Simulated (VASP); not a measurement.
# SnO2 (P2_1/c) in VASP: a series of runs

Runs on SnO2. Level: r2SCAN. Tasks: single point.

All numbers are computed with VASP 6.6.1; they aren't measurements. Logs are shortened: lines on timing, memory, paths and dates and some standing lists are left out, and cuts for length are marked.

### 1 The cell of the first run

It takes space group P2_1/c (No. 14, monoclinic). Conventional cell: a = 3.205 Å, b = 4.759 Å, c = 5.617 Å, α = 90.00°, β = 122.17°, γ = 90.00°. Within 2.7 Å of Sn (site symmetry -1) lie 6 O at 2.05 to 2.09 Å. O (site symmetry 1) has 3 Sn at 2.05 to 2.09 Å and 1 O at 2.61 Å within 2.7 Å.

### 2 Single point, r2SCAN

The input, POSCAR:

```
SnO2
1.0
    4.7592005654      0.0000000000      0.0000000000
    0.0000000000      4.7592005654      0.0000000000
    0.1440571484      0.0000000000      3.2012699648
Sn O
2 4
Direct
    0.5000000000      0.5000000000      0.5000000000
    0.0000000000      0.0000000000      0.0000000000
    0.1951195588      0.8067791450      0.4943855819
    0.8048804412      0.1932208550      0.5056144181
    0.3048804412      0.3067791450      0.0056144181
    0.6951195588      0.6932208550     -0.0056144181
```

The input, INCAR.step1:

```
ALGO     = Normal         # electronic algorithm
EDIFF    = 1E-4           # SCF threshold, eV
ENCUT    = 520            # plane-wave cutoff, eV
GGA      = PE             # functional
ISMEAR   = 0              # smearing method
LASPH    = T              # aspherical terms in the spheres
LCHARG   = F              # write CHGCAR
LREAL    = F              # projectors in reciprocal space
LWAVE    = T              # write WAVECAR
NBANDS   = 35             # bands
NELM     = 80             # most SCF steps
PREC     = Accurate       # precision mode
SIGMA    = 0.02           # smearing width, eV
```

The input, INCAR.step2:

```
ALGO     = Normal         # electronic algorithm
EDIFF    = 1E-7           # SCF threshold, eV
ENCUT    = 520            # plane-wave cutoff, eV
ISIF     = 2              # what is computed and relaxed
ISMEAR   = 0              # smearing method
ISTART   = 1            
LASPH    = T              # aspherical terms in the spheres
LCHARG   = F              # write CHGCAR
LMIXTAU  = T            
LREAL    = F              # projectors in reciprocal space
LWAVE    = F              # write WAVECAR
METAGGA  = R2SCAN         # meta-GGA
NBANDS   = 35             # bands
NELM     = 80             # most SCF steps
PREC     = Accurate       # precision mode
SIGMA    = 0.02           # smearing width, eV
```

The input, KPOINTS:

```
k-points
0
Gamma
  6 6 8
```

Potentials or basis: VASP PAW PBE potentials, release 64 (Sn_d, O).

Command:

```
> cat potpaw_PBE.64/Sn_d/POTCAR potpaw_PBE.64/O/POTCAR > POTCAR
> cp INCAR.step1 INCAR
> mpirun -np 1 vasp_std > vasp.out
> cp INCAR.step2 INCAR
> mpirun -np 1 vasp_std > vasp.out
```

OUTCAR:

```text
EDIFF = 1E-7
   ENCUT = 520
   ISIF = 2
   ISMEAR = 0
   ISTART = 1
   LASPH = T
   LREAL = F
   METAGGA = R2SCAN
   NELM = 80
   PREC = Accurate

 ion  position               nearest neighbor table
   1  0.500  0.500  0.500-   5 2.05   6 2.05   4 2.06   3 2.06   6 2.09   5 2.09   2 3.68   2 3.68
                             2 3.68   2 3.68
   2  0.000  0.000  0.000-   4 2.05   3 2.05   6 2.06   5 2.06   4 2.09   3 2.09   1 3.68   1 3.68
                             1 3.68   1 3.68
   3  0.195  0.807  0.494-   2 2.05   1 2.06   2 2.09
   4  0.805  0.193  0.506-   2 2.05   1 2.06   2 2.09
   5  0.305  0.307  0.006-   1 2.05   2 2.06   1 2.09
   6  0.695  0.693  0.994-   1 2.05   2 2.06   1 2.09

  LATTYP: Found a simple monoclinic cell.
 ALAT       =     3.2045096114
 B/A-ratio  =     1.4851572136
 C/A-ratio  =     1.4851572136
 COS(beta)  =    -0.0449545066

  Lattice vectors:

 A1 = (   0.1440571484,   0.0000000000,   3.2012699648)
 A2 = (   0.0000000000,   4.7592005654,   0.0000000000)
 A3 = (  -4.7592005654,   0.0000000000,   0.0000000000)

Analysis of symmetry for initial positions (statically):
=====================================================================
 Subroutine PRICEL returns:
 Original cell was already a primitive cell.

 Routine SETGRP: Setting up the symmetry group for a
 simple monoclinic supercell.

 Subroutine GETGRP returns: Found  4 space group operations
 (whereof  2 operations were pure point group operations)
 out of a pool of  4 trial point group operations.

The static configuration has the point symmetry S_2 .
 The point group associated with its full space group is C_2h.

Analysis of symmetry for dynamics (positions and initial velocities):
=====================================================================
 Subroutine PRICEL returns:
 Original cell was already a primitive cell.

 Routine SETGRP: Setting up the symmetry group for a
 simple monoclinic supercell.

 Subroutine GETGRP returns: Found  4 space group operations
 (whereof  2 operations were pure point group operations)
 out of a pool of  4 trial point group operations.

The dynamic configuration has the point symmetry S_2 .
 The point group associated with its full space group is C_2h.

 Subroutine INISYM returns: Found  4 space group operations
 (whereof  2 operations are pure point group operations),
 and found     1 'primitive' translations

----------------------------------------------------------------------------------------

                                     Primitive cell

  volume of cell :      72.5087

  direct lattice vectors                    reciprocal lattice vectors
     4.759200565  0.000000000  0.000000000     0.210119323  0.000000000 -0.009455370
     0.000000000  4.759200565  0.000000000     0.000000000  0.210119323  0.000000000
     0.144057148  0.000000000  3.201269965     0.000000000  0.000000000  0.312376029

  length of vectors
     4.759200565  4.759200565  3.204509611     0.210331961  0.210119323  0.312376029

  position of ions in fractional coordinates (direct lattice)
     0.500000000  0.500000000  0.500000000
     0.000000000  0.000000000  0.000000000
     0.195119559  0.806779145  0.494385582
     0.804880441  0.193220855  0.505614418
     0.304880441  0.306779145  0.005614418
     0.695119559  0.693220855  0.994385582

  ion indices of the primitive-cell ions
   primitive index   ion index
                 1           1
                 2           2
                 3           3
                 4           4
                 5           5
                 6           6

----------------------------------------------------------------------------------------

 KPOINTS: k-points

Automatic generation of k-mesh.
 Grid dimensions read from file:
 generate k-points for:    6    6    8

 Generating k-lattice:

  Cartesian coordinates                     Fractional coordinates (reciprocal lattice)
     0.035019887  0.000000000 -0.001575895     0.166666667  0.000000000  0.000000000
     0.000000000  0.035019887  0.000000000     0.000000000  0.166666667  0.000000000
     0.000000000  0.000000000  0.039047004     0.000000000  0.000000000  0.125000000

  Length of vectors
     0.035055327  0.035019887  0.039047004

  Shift w.r.t. Gamma in fractional coordinates (k-lattice)
     0.000000000  0.000000000  0.000000000

 Subroutine IBZKPT returns following result:
 ===========================================

 Found    104 irreducible k-points:

 Following reciprocal coordinates:
            Coordinates               Weight
  0.000000  0.000000  0.000000      1.000000
  0.166667  0.000000  0.000000      2.000000
  0.333333  0.000000 -0.000000      2.000000
  0.500000  0.000000  0.000000      1.000000
  0.000000  0.166667  0.000000      2.000000
  0.166667  0.166667  0.000000      4.000000
[... 16 lines left out ...]
  0.000000  0.166667  0.125000      4.000000
  0.166667  0.166667  0.125000      4.000000
 [... further k-points ...]
   k-points           NKPTS =    104   k-points in BZ     NKDIM =    104   number of bands    NBANDS=     35
   number of dos      NEDOS =    301   number of ions     NIONS =      6
   total plane-waves  NPLWV =  31104
   dimension x,y,z NGX =    36 NGY =   36 NGZ =   24
   dimension x,y,z NGXF=    72 NGYF=   72 NGZF=   48
   ions per type =               2   4
   NGX,Y,Z   is equivalent  to a cutoff of  12.58, 12.58, 12.45 a.u.
   NGXF,Y,Z  is equivalent  to a cutoff of  25.15, 25.15, 24.90 a.u.
 SYSTEM =  unknown system
   PREC   = accura    normal or accurate (medium, high low for compatibility)
   ISTART =      1    job   : 0-new  1-cont  2-samecut
   ICHARG =      0    charge: 1-file 2-atom 10-const
   ISPIN  =      1    spin polarized calculation?
   LNONCOLLINEAR =      F non collinear calculations
   LSORBIT =      F    spin-orbit coupling
   LASPH  =      T    aspherical Exc in radial PAW
   ENCUT  =  520.0 eV  38.22 Ry    6.18 a.u.   8.85  8.85  5.96*2*pi/ulx,y,z
   NELM   =     80;   NELMIN=  2; NELMDL=  0     # of ELM steps
   EDIFF  = 0.1E-06   stopping-criterion for ELM
   LREAL  =      F    real-space projection
   EDIFFG = 0.1E-05   stopping-criterion for IOM
   NSW    =      0    number of steps for IOM
   IBRION =     -1    ionic relax: 0-MD 1-quasi-New 2-CG
   NFREE  =      0    steps in history (QN), initial steepest desc. (CG)
   ISIF   =      2    stress and relaxation
   ISYM   =      2    0-nonsym 1-usesym 2-fastsym
   POTIM  = 0.5000    time-step for ionic-motion
   TEBEG  =    0.0;   TEEND  =   0.0 temperature during run
   PSTRESS=    0.0 pullay stress
   NELECT =      52.0000    total number of electrons
   NUPDOWN=      -1.0000    fix difference up-down
   EMIN   =  10.00;   EMAX   =-10.00  energy-range for DOS
   EFERMI =   0.00;   METHOD = LEGACY
   ISMEAR =     0;   SIGMA  =   0.02  broadening in eV -4-tet -1-fermi 0-gaus
   EFERMI_NEDOS =   21; number of points for ismear=-14 and -15
   IALGO  =     38    algorithm
   IMIX   =      4    mixing-type and parameters
     AMIX     =   0.40;   BMIX     =  1.00
     AMIX_MAG =   1.60;   BMIX_MAG =  1.00
  volume/ion in A,a.u.               =      12.08        81.55
  Fermi-wavevector in a.u.,A,eV,Ry     =   1.465365  2.769138 29.215720  2.147295
  Thomas-Fermi vector in A             =   2.581231
   LORBIT       =      0    0 simple, 1 ext, 2 COOP (PROOUT), +10 PAW based schemes
   METAGGA = R2SCAN    functional components
   LHFCALC =     F    Hartree Fock is set to
   AEXX    =    0.0000 exact exchange contribution
   IVDW    =     0    specifies the selected vdW correction
   LEPSILON=     F    determine dielectric tensor
   LRPA    =     F    only Hartree local field effects (RPA)
 non-spin polarized calculation
 Gauss-broadening in eV      SIGMA  =   0.02
  energy-cutoff  :      520.00
  volume of cell :       72.51
 maximum number of plane-waves:      1975
   NGX = 17   NGY = 17   NGZ = 11

 number of electron      52.0000003 magnetization

 Free energy of the ion-electron system (eV)
  ---------------------------------------------------
  ext. energy  EPLUGINS =         0.00000000
  ---------------------------------------------------
  free energy    TOTEN  =       -84.58364574 eV

  energy without entropy =      -84.58364574  energy(sigma->0) =      -84.58364574

 E-fermi :   5.7616     XC(G=0): -11.9716

 val. band max:        5.5775747044   @ k =   0.0000   0.0000   0.0000
 cond. band min:       7.3441729590   @ k =   0.0000   0.0000   0.0000
 fundamental gap:      1.7665982545
 Fermi energy:         5.7616414418

 k-point     1 :       0.0000    0.0000    0.0000
  band No.  band energies     occupation
      1     -16.1756      2.00000
      2     -15.2648      2.00000
      3     -14.9827      2.00000
      4     -14.9666      2.00000
      5     -14.9443      2.00000
      6     -14.8960      2.00000
[... 27 lines left out ...]
     34      18.6708      0.00000
     35      18.9791      0.00000

 k-point     2 :       0.1667    0.0000    0.0000
  band No.  band energies     occupation
      1     -16.1284      2.00000
      2     -15.3224      2.00000
      3     -14.9885      2.00000
      4     -14.9653      2.00000
      5     -14.9462      2.00000
      6     -14.9289      2.00000
[... 27 lines left out ...]
     34      18.6378      0.00000
     35      18.9417      0.00000

 k-point     3 :       0.3333    0.0000   -0.0000
  band No.  band energies     occupation
      1     -15.9903      2.00000
      2     -15.5209      2.00000
      3     -14.9903      2.00000
      4     -14.9651      2.00000
      5     -14.9503      2.00000
      6     -14.9484      2.00000
[... 27 lines left out ...]
     34      18.6611      0.00000
     35      18.8778      0.00000
[... 723 lines left out ...]
 k-point    23 :       0.0000    0.1667    0.1250
  band No.  band energies     occupation
      1     -16.0582      2.00000
      2     -15.2911      2.00000
      3     -15.1650      2.00000
      4     -15.1191      2.00000
      5     -14.9135      2.00000
      6     -14.8967      2.00000
[... 27 lines left out ...]
     34      18.5043      0.00000
     35      18.8720      0.00000

 k-point    24 :       0.1667    0.1667    0.1250
  band No.  band energies     occupation
      1     -16.0314      2.00000
      2     -15.3521      2.00000
      3     -15.1776      2.00000
      4     -15.1348      2.00000
      5     -14.9149      2.00000
      6     -14.8742      2.00000
[... 27 lines left out ...]
     34      18.5537      0.00000
     35      18.7755      0.00000

 [... further k-points ...]
[... 5 lines left out ...]
  --------------------------------------------------------------------------------------
  -------------------------------------------------------------------------------------
  Total        0.4160607      0.5070727      0.6153622      0.0000000      0.0000000     -2.0629004
  in kB        9.1934177     11.2044483     13.5972504      0.0000000      0.0000000    -45.5825398
  external PRESSURE =      11.3317054 kB  Pullay stress =       0.0000000 kB

 VOLUME and BASIS-vectors are now :
 -----------------------------------------------------------------------------
  energy-cutoff  :      520.00
  volume of cell :       72.51
      direct lattice vectors                 reciprocal lattice vectors
     4.759200565  0.000000000  0.000000000     0.210119323  0.000000000 -0.009455370
     0.000000000  4.759200565  0.000000000     0.000000000  0.210119323  0.000000000
     0.144057148  0.000000000  3.201269965     0.000000000  0.000000000  0.312376029

 POSITION                                       TOTAL-FORCE (eV/Angst)
 -----------------------------------------------------------------------------------
      2.45163      2.37960      1.60063         0.000000      0.000000      0.000000
      0.00000      0.00000      0.00000         0.000000      0.000000      0.000000
      0.99983      3.83962      1.58266         0.021537     -0.018304     -0.013276
      3.90342      0.91958      1.61861        -0.021537      0.018304      0.013276
      1.45180      1.46002      0.01797        -0.021537     -0.018304      0.013276
      3.45146      3.29918      3.18330         0.021537      0.018304     -0.013276
 -----------------------------------------------------------------------------------
    total drift:                                0.000000      0.000000      0.000000

  FREE ENERGIE OF THE ION-ELECTRON SYSTEM (eV)
  ---------------------------------------------------
  free  energy   TOTEN  =       -84.5836457356 eV

  energy  without entropy=      -84.5836457356  energy(sigma->0) =      -84.58364574
```

Run time: 4.5 min. Hardware: 1 thread of Intel Xeon 6975P-C (Granite Rapids), shared host; peak memory 0.33 GiB.

Results:

```yaml
Free_energy: -84.5836 eV
Pressure: 1.1 GPa
Largest_force: 0.031 eV/Å
Band_gap_on_the_k_mesh: 1.77 eV
```

Forces on the atoms (eV/Å):
```
Sn   0.000  0.000  0.000
Sn   0.000  0.000  0.000
O    0.022 -0.018 -0.013
O   -0.022  0.018  0.013
O   -0.022 -0.018  0.013
O    0.022  0.018 -0.013
```

Levels at points of the mesh, in eV from the valence-band top:
```tsv
k point	band 24	band 25	band 26	band 27	band 28	band 29
(0.00, 0.00, 0.00)	-0.79	-0.77	0.00	1.77	6.79	6.97
(0.50, 0.00, 0.00)	-1.19	-0.62	-0.62	4.96	4.96	7.75
(0.00, 0.50, 0.00)	-1.21	-0.61	-0.61	4.97	4.97	7.78
(0.50, 0.50, 0.00)	-1.32	-0.93	-0.93	5.41	5.41	8.16
(0.00, 0.00, 0.50)	-1.69	-1.27	-1.27	6.84	6.84	10.42
(0.50, 0.00, 0.50)	-0.95	-0.82	-0.57	6.99	7.25	8.62
(0.00, 0.50, 0.50)	-1.13	-0.69	-0.69	7.11	7.11	8.80
(0.50, 0.50, 0.50)	-1.02	-0.80	-0.80	5.50	5.50	9.60
```

Caveat: the PAW data sets were made with another functional, which shifts forces and pressure a little; spin-orbit coupling is left out, which moves the levels of the heavy elements.

(Part 1 of 2 ends here.)
